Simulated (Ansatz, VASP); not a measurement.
N: VASP beside Ansatz

The input INCAR:

```
PREC     = Accurate       # precision mode
ENCUT    = 520            # plane-wave cutoff, eV
EDIFF    = 1E-6           # SCF threshold, eV
ISMEAR   = 0              # smearing method
SIGMA    = 0.02           # smearing width, eV
LREAL    = F              # projectors in reciprocal space
LASPH    = T              # aspherical terms in the spheres
NELM     = 100            # most SCF steps
ALGO     = Normal         # electronic algorithm
ISIF     = 2              # what is computed and relaxed
LWAVE    = F              # write WAVECAR
LCHARG   = T              # write CHGCAR
GGA      = PE             # functional
LELF     = T              # ELF
LVHAR    = T            
NBANDS   = 18             # bands
```

Contents of KPOINTS:

```
Automatic mesh
0
Gamma
  6 6 4
```

The input POSCAR:

```
N
1.0
    4.1916361623      0.0000000000      0.0182557570
    0.0000000000      4.2296587792      0.0000000000
    0.0238962322      0.0000000000      5.4313944029
N
4
Direct
    0.9105235080      0.9229382040     -0.0002463581
    0.5894764920      0.4065263336      0.5002463581
    0.0894764920      0.0934736664      0.0002463581
    0.4105235080      0.5770617960      0.4997536419
```

Input for Ansatz:

```yaml
crystal:
  lattice:
    - [4.1916361623, 0.0, 0.018255757]
    - [0.0, 4.2296587792, 0.0]
    - [0.0238962322, 0.0, 5.4313944029]
  atoms:
    - { symbol: "N", position: [0.910523508, 0.922938204, -0.0002463581] }
    - { symbol: "N", position: [0.589476492, 0.4065263336, 0.5002463581] }
    - { symbol: "N", position: [0.089476492, 0.0934736664, 0.0002463581] }
    - { symbol: "N", position: [0.410523508, 0.577061796, 0.4997536419] }
basis:
  ecutwfc: 420
kpoints:
  mp_grid: { grid: [6, 6, 4] }
hamiltonian:
  xc: pbe
scf:
  occupations: { method: gaussian, width: 0.02 }
output:
  forces: true
  stress: true
  eigenvalues: true
```

Alike in both runs: task single point; functional PBE; k mesh 6 × 6 × 4; occupations gaussian, width 0.02 eV; no spin polarisation.

|  | VASP | Ansatz |
| --- | --- | --- |
| version | VASP 6.6.1 | Ansatz 0.2.0 |
| potentials or method | VASP PAW PBE potentials, release 64 (N), cutoff 520 eV | scalar-relativistic, plane waves, PAW |
| valence electrons in the cell | 20 | 20 |

```tsv
	VASP	Ansatz	Ansatz less VASP
gap on the k mesh at the Fermi level (eV)	7.79	7.85	+0.060
least direct gap on the mesh (eV)	7.91	7.97	+0.059
pressure (GPa)	16.5	12.7	-3.81
traceless stress, the component that is largest in VASP (GPa)	-16.57	-12.41	+4.157
rms of the force components (eV/Å)	8.325	6.208	-2.1176
```

Atom by atom the forces differ by 2.118 eV/Å (rms over components).

Noted on VASP's run: the standard files for N, O and F lose accuracy on very short bonds.
